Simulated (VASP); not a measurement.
# Zr (P6_3/mmc) in VASP: further runs

Runs on Zr. Level: PBEsol. Tasks: single point, relaxation of cell and atoms.

Program: VASP 6.6.1. These are calculated values, not measurements. Logs are shortened: lines on timing, memory, paths and dates and some standing lists are left out, and cuts for length are marked.

## 1. The cell of the first run

Symmetry: P6_3/mmc, No. 194, hexagonal system. The conventional cell has a = 3.169 Å, b = 3.169 Å, c = 10.328 Å, α = 90.00°, β = 90.00°, γ = 120.00°. Within 4.2 Å of Zr (site symmetry -3m) lie 12 Zr at 3.16 to 3.17 Å. Within 4.2 Å of Zr (site symmetry -6m2) lie 12 Zr at 3.16 to 3.17 Å.

## 2. Single point, PBEsol

Input file INCAR:

```
PREC = Accurate
ENCUT = 520
EDIFF = 1E-6
ISMEAR = -1
SIGMA = 0.1
LREAL = False
LASPH = True
NELM = 60
ALGO = Normal
ISIF = 2
LWAVE = False
LCHARG = True
GGA = PS
LELF = True
LVHAR = True
NBANDS = 32
```

Input file KPOINTS:

```
regular mesh
0
Gamma
  15 15 4
```

Input file POSCAR:

```
Zr
1.0
    3.1691276008      0.0000000000      0.0000000000
   -1.5845638004      2.7445450101      0.0000000000
    0.0000000000      0.0000000000     10.3275461747
Zr
4
Direct
    1.0000000000      0.0000000000      0.0000000000
    0.0000000000      0.0000000000      0.5000000000
    0.3333333333      0.6666666667      0.2500000000
    0.6666666667      0.3333333333      0.7500000000
```

Potentials or basis: VASP PAW PBE potentials, release 64 (Zr_sv).

Launch:

```
cat potpaw_PBE.64/Zr_sv/POTCAR > POTCAR
mpirun -np 1 vasp_std > vasp.out
```

OUTCAR:

```text
PREC = Accurate
   ENCUT = 520
   EDIFF = 1E-6
   ISMEAR = -1
   LREAL = False
   LASPH = True
   NELM = 60
   ISIF = 2
   GGA = PS

 ion  position               nearest neighbor table
   1  0.000  0.000  0.000-   3 3.16   4 3.16   3 3.16   4 3.16   4 3.16   3 3.16
   2  0.000  0.000  0.500-   3 3.16   4 3.16   3 3.16   4 3.16   4 3.16   3 3.16
   3  0.333  0.667  0.250-   1 3.16   2 3.16   1 3.16   2 3.16   1 3.16   2 3.16
   4  0.667  0.333  0.750-   1 3.16   2 3.16   1 3.16   2 3.16   1 3.16   2 3.16

  LATTYP: Found a hexagonal cell.
 ALAT       =     3.1691276008
 C/A-ratio  =     3.2587978383

  Lattice vectors:

 A1 = (   3.1691276008,   0.0000000000,   0.0000000000)
 A2 = (  -1.5845638004,   2.7445450101,   0.0000000000)
 A3 = (   0.0000000000,   0.0000000000,  10.3275461747)

Analysis of symmetry for initial positions (statically):
=====================================================================
 Subroutine PRICEL returns:
 Original cell was already a primitive cell.

 Routine SETGRP: Setting up the symmetry group for a
 hexagonal supercell.

 Subroutine GETGRP returns: Found 24 space group operations
 (whereof 12 operations were pure point group operations)
 out of a pool of 24 trial point group operations.

The static configuration has the point symmetry D_3d.
 The point group associated with its full space group is D_6h.

Analysis of symmetry for dynamics (positions and initial velocities):
=====================================================================
 Subroutine PRICEL returns:
 Original cell was already a primitive cell.

 Routine SETGRP: Setting up the symmetry group for a
 hexagonal supercell.

 Subroutine GETGRP returns: Found 24 space group operations
 (whereof 12 operations were pure point group operations)
 out of a pool of 24 trial point group operations.

The dynamic configuration has the point symmetry D_3d.
 The point group associated with its full space group is D_6h.

 Subroutine INISYM returns: Found 24 space group operations
 (whereof 12 operations are pure point group operations),
 and found     1 'primitive' translations

----------------------------------------------------------------------------------------

                                     Primitive cell

  volume of cell :      89.8271

  direct lattice vectors                    reciprocal lattice vectors
     3.169127601  0.000000000  0.000000000     0.315544253  0.182179559  0.000000000
    -1.584563800  2.744545010  0.000000000     0.000000000  0.364359118  0.000000000
[... 84 lines left out ...]
   LNONCOLLINEAR =      F non collinear calculations
   LSORBIT =      F    spin-orbit coupling
   LASPH  =      T    aspherical Exc in radial PAW
   ENCUT  =  520.0 eV  38.22 Ry    6.18 a.u.   5.89  5.89 19.20*2*pi/ulx,y,z
   NELM   =     60;   NELMIN=  2; NELMDL= -5     # of ELM steps
   EDIFF  = 0.1E-05   stopping-criterion for ELM
   LREAL  =      F    real-space projection
   EDIFFG = 0.1E-04   stopping-criterion for IOM
   NSW    =      0    number of steps for IOM
   IBRION =     -1    ionic relax: 0-MD 1-quasi-New 2-CG
   NFREE  =      0    steps in history (QN), initial steepest desc. (CG)
   ISIF   =      2    stress and relaxation
   ISYM   =      2    0-nonsym 1-usesym 2-fastsym
   POTIM  = 0.5000    time-step for ionic-motion
   TEBEG  =    0.0;   TEEND  =   0.0 temperature during run
   PSTRESS=    0.0 pullay stress
   NELECT =      48.0000    total number of electrons
   NUPDOWN=      -1.0000    fix difference up-down
   EMIN   =  10.00;   EMAX   =-10.00  energy-range for DOS
   EFERMI =   0.00;   METHOD = LEGACY
   ISMEAR =    -1;   SIGMA  =   0.10  broadening in eV -4-tet -1-fermi 0-gaus
   EFERMI_NEDOS =   21; number of points for ismear=-14 and -15
   IALGO  =     38    algorithm
   IMIX   =      4    mixing-type and parameters
     AMIX     =   0.40;   BMIX     =  1.00
     AMIX_MAG =   1.60;   BMIX_MAG =  1.00
  volume/ion in A,a.u.               =      22.46       151.55
  Fermi-wavevector in a.u.,A,eV,Ry     =   1.328473  2.510451 24.012124  1.764841
  Thomas-Fermi vector in A             =   2.457708
   LORBIT       =      0    0 simple, 1 ext, 2 COOP (PROOUT), +10 PAW based schemes
   GGA     = PS    functional components
   LHFCALC =     F    Hartree Fock is set to
   AEXX    =    0.0000 exact exchange contribution
   IVDW    =     0    specifies the selected vdW correction
   LEPSILON=     F    determine dielectric tensor
   LRPA    =     F    only Hartree local field effects (RPA)
 non-spin polarized calculation
  energy-cutoff  :      520.00
  volume of cell :       89.83
 maximum number of plane-waves:      2438
 NGX is ok and might be reduce to    24
   NGX = 11   NGY = 11   NGZ = 39

 number of electron      48.0000000 magnetization

 Free energy of the ion-electron system (eV)
  ---------------------------------------------------
  ext. energy  EPLUGINS =         0.00000000
  ---------------------------------------------------
  free energy    TOTEN  =       -36.24214291 eV

  energy without entropy =      -36.03901879  energy(sigma->0) =      -36.14058085

 E-fermi :   9.1830     XC(G=0): -11.3681

 val. band max:        9.1769653972   @ k =   0.2000   0.2000   0.2500
 cond. band min:       9.1832561968   @ k =   0.4000   0.0667   0.2500
 fundamental gap:      0.0062907996
 Fermi energy:         9.1830420283

 k-point     1 :       0.0000    0.0000    0.0000
  band No.  band energies     occupation
      1     -39.3805      2.00000
      2     -39.3137      2.00000
      3     -39.2790      2.00000
      4     -39.2105      2.00000
      5     -17.9624      2.00000
      6     -17.4368      2.00000
[... 829 lines left out ...]
     31      11.9797      0.00000
     32      13.3935      0.00000

 [... further k-points ...]
[... 5 lines left out ...]
  --------------------------------------------------------------------------------------
  -------------------------------------------------------------------------------------
  Total        0.0707981      0.0707981      0.0430877      0.0000000     -0.0000000     -0.0000000
  in kB        1.2627719      1.2627719      0.7685228      0.0000000     -0.0000000     -0.0000000
  external PRESSURE =       1.0980222 kB  Pullay stress =       0.0000000 kB

 VOLUME and BASIS-vectors are now :
 -----------------------------------------------------------------------------
  energy-cutoff  :      520.00
  volume of cell :       89.83
      direct lattice vectors                 reciprocal lattice vectors
     3.169127601  0.000000000  0.000000000     0.315544253  0.182179559  0.000000000
    -1.584563800  2.744545010  0.000000000     0.000000000  0.364359118  0.000000000
     0.000000000  0.000000000 10.327546175     0.000000000  0.000000000  0.096828422

 POSITION                                       TOTAL-FORCE (eV/Angst)
 -----------------------------------------------------------------------------------
      0.00000      0.00000      0.00000        -0.000000      0.000000     -0.000000
      0.00000      0.00000      5.16377        -0.000000      0.000000     -0.000000
     -0.00000      1.82970      2.58189        -0.000000     -0.000000      0.000000
      1.58456      0.91485      7.74566         0.000000     -0.000000      0.000000
 -----------------------------------------------------------------------------------
    total drift:                               -0.000000      0.000000     -0.000000

  FREE ENERGIE OF THE ION-ELECTRON SYSTEM (eV)
  ---------------------------------------------------
  free  energy   TOTEN  =       -36.2421429141 eV

  energy  without entropy=      -36.0390187896  energy(sigma->0) =      -36.14058085
```

Run time: 3.7 min. Hardware: 1 thread of Intel Xeon Platinum 8488C (Sapphire Rapids), shared host; peak memory 0.3 GiB.

Results:

* Free energy: -36.2421 eV
* Pressure: 0.1 GPa
* Band gap on the k mesh: zero (bands 24 and 25 overlap by 1.30 eV)

Caveat: the PAW data sets were made with another functional, which shifts forces and pressure a little.

(Part 1 of 2 ends here.)
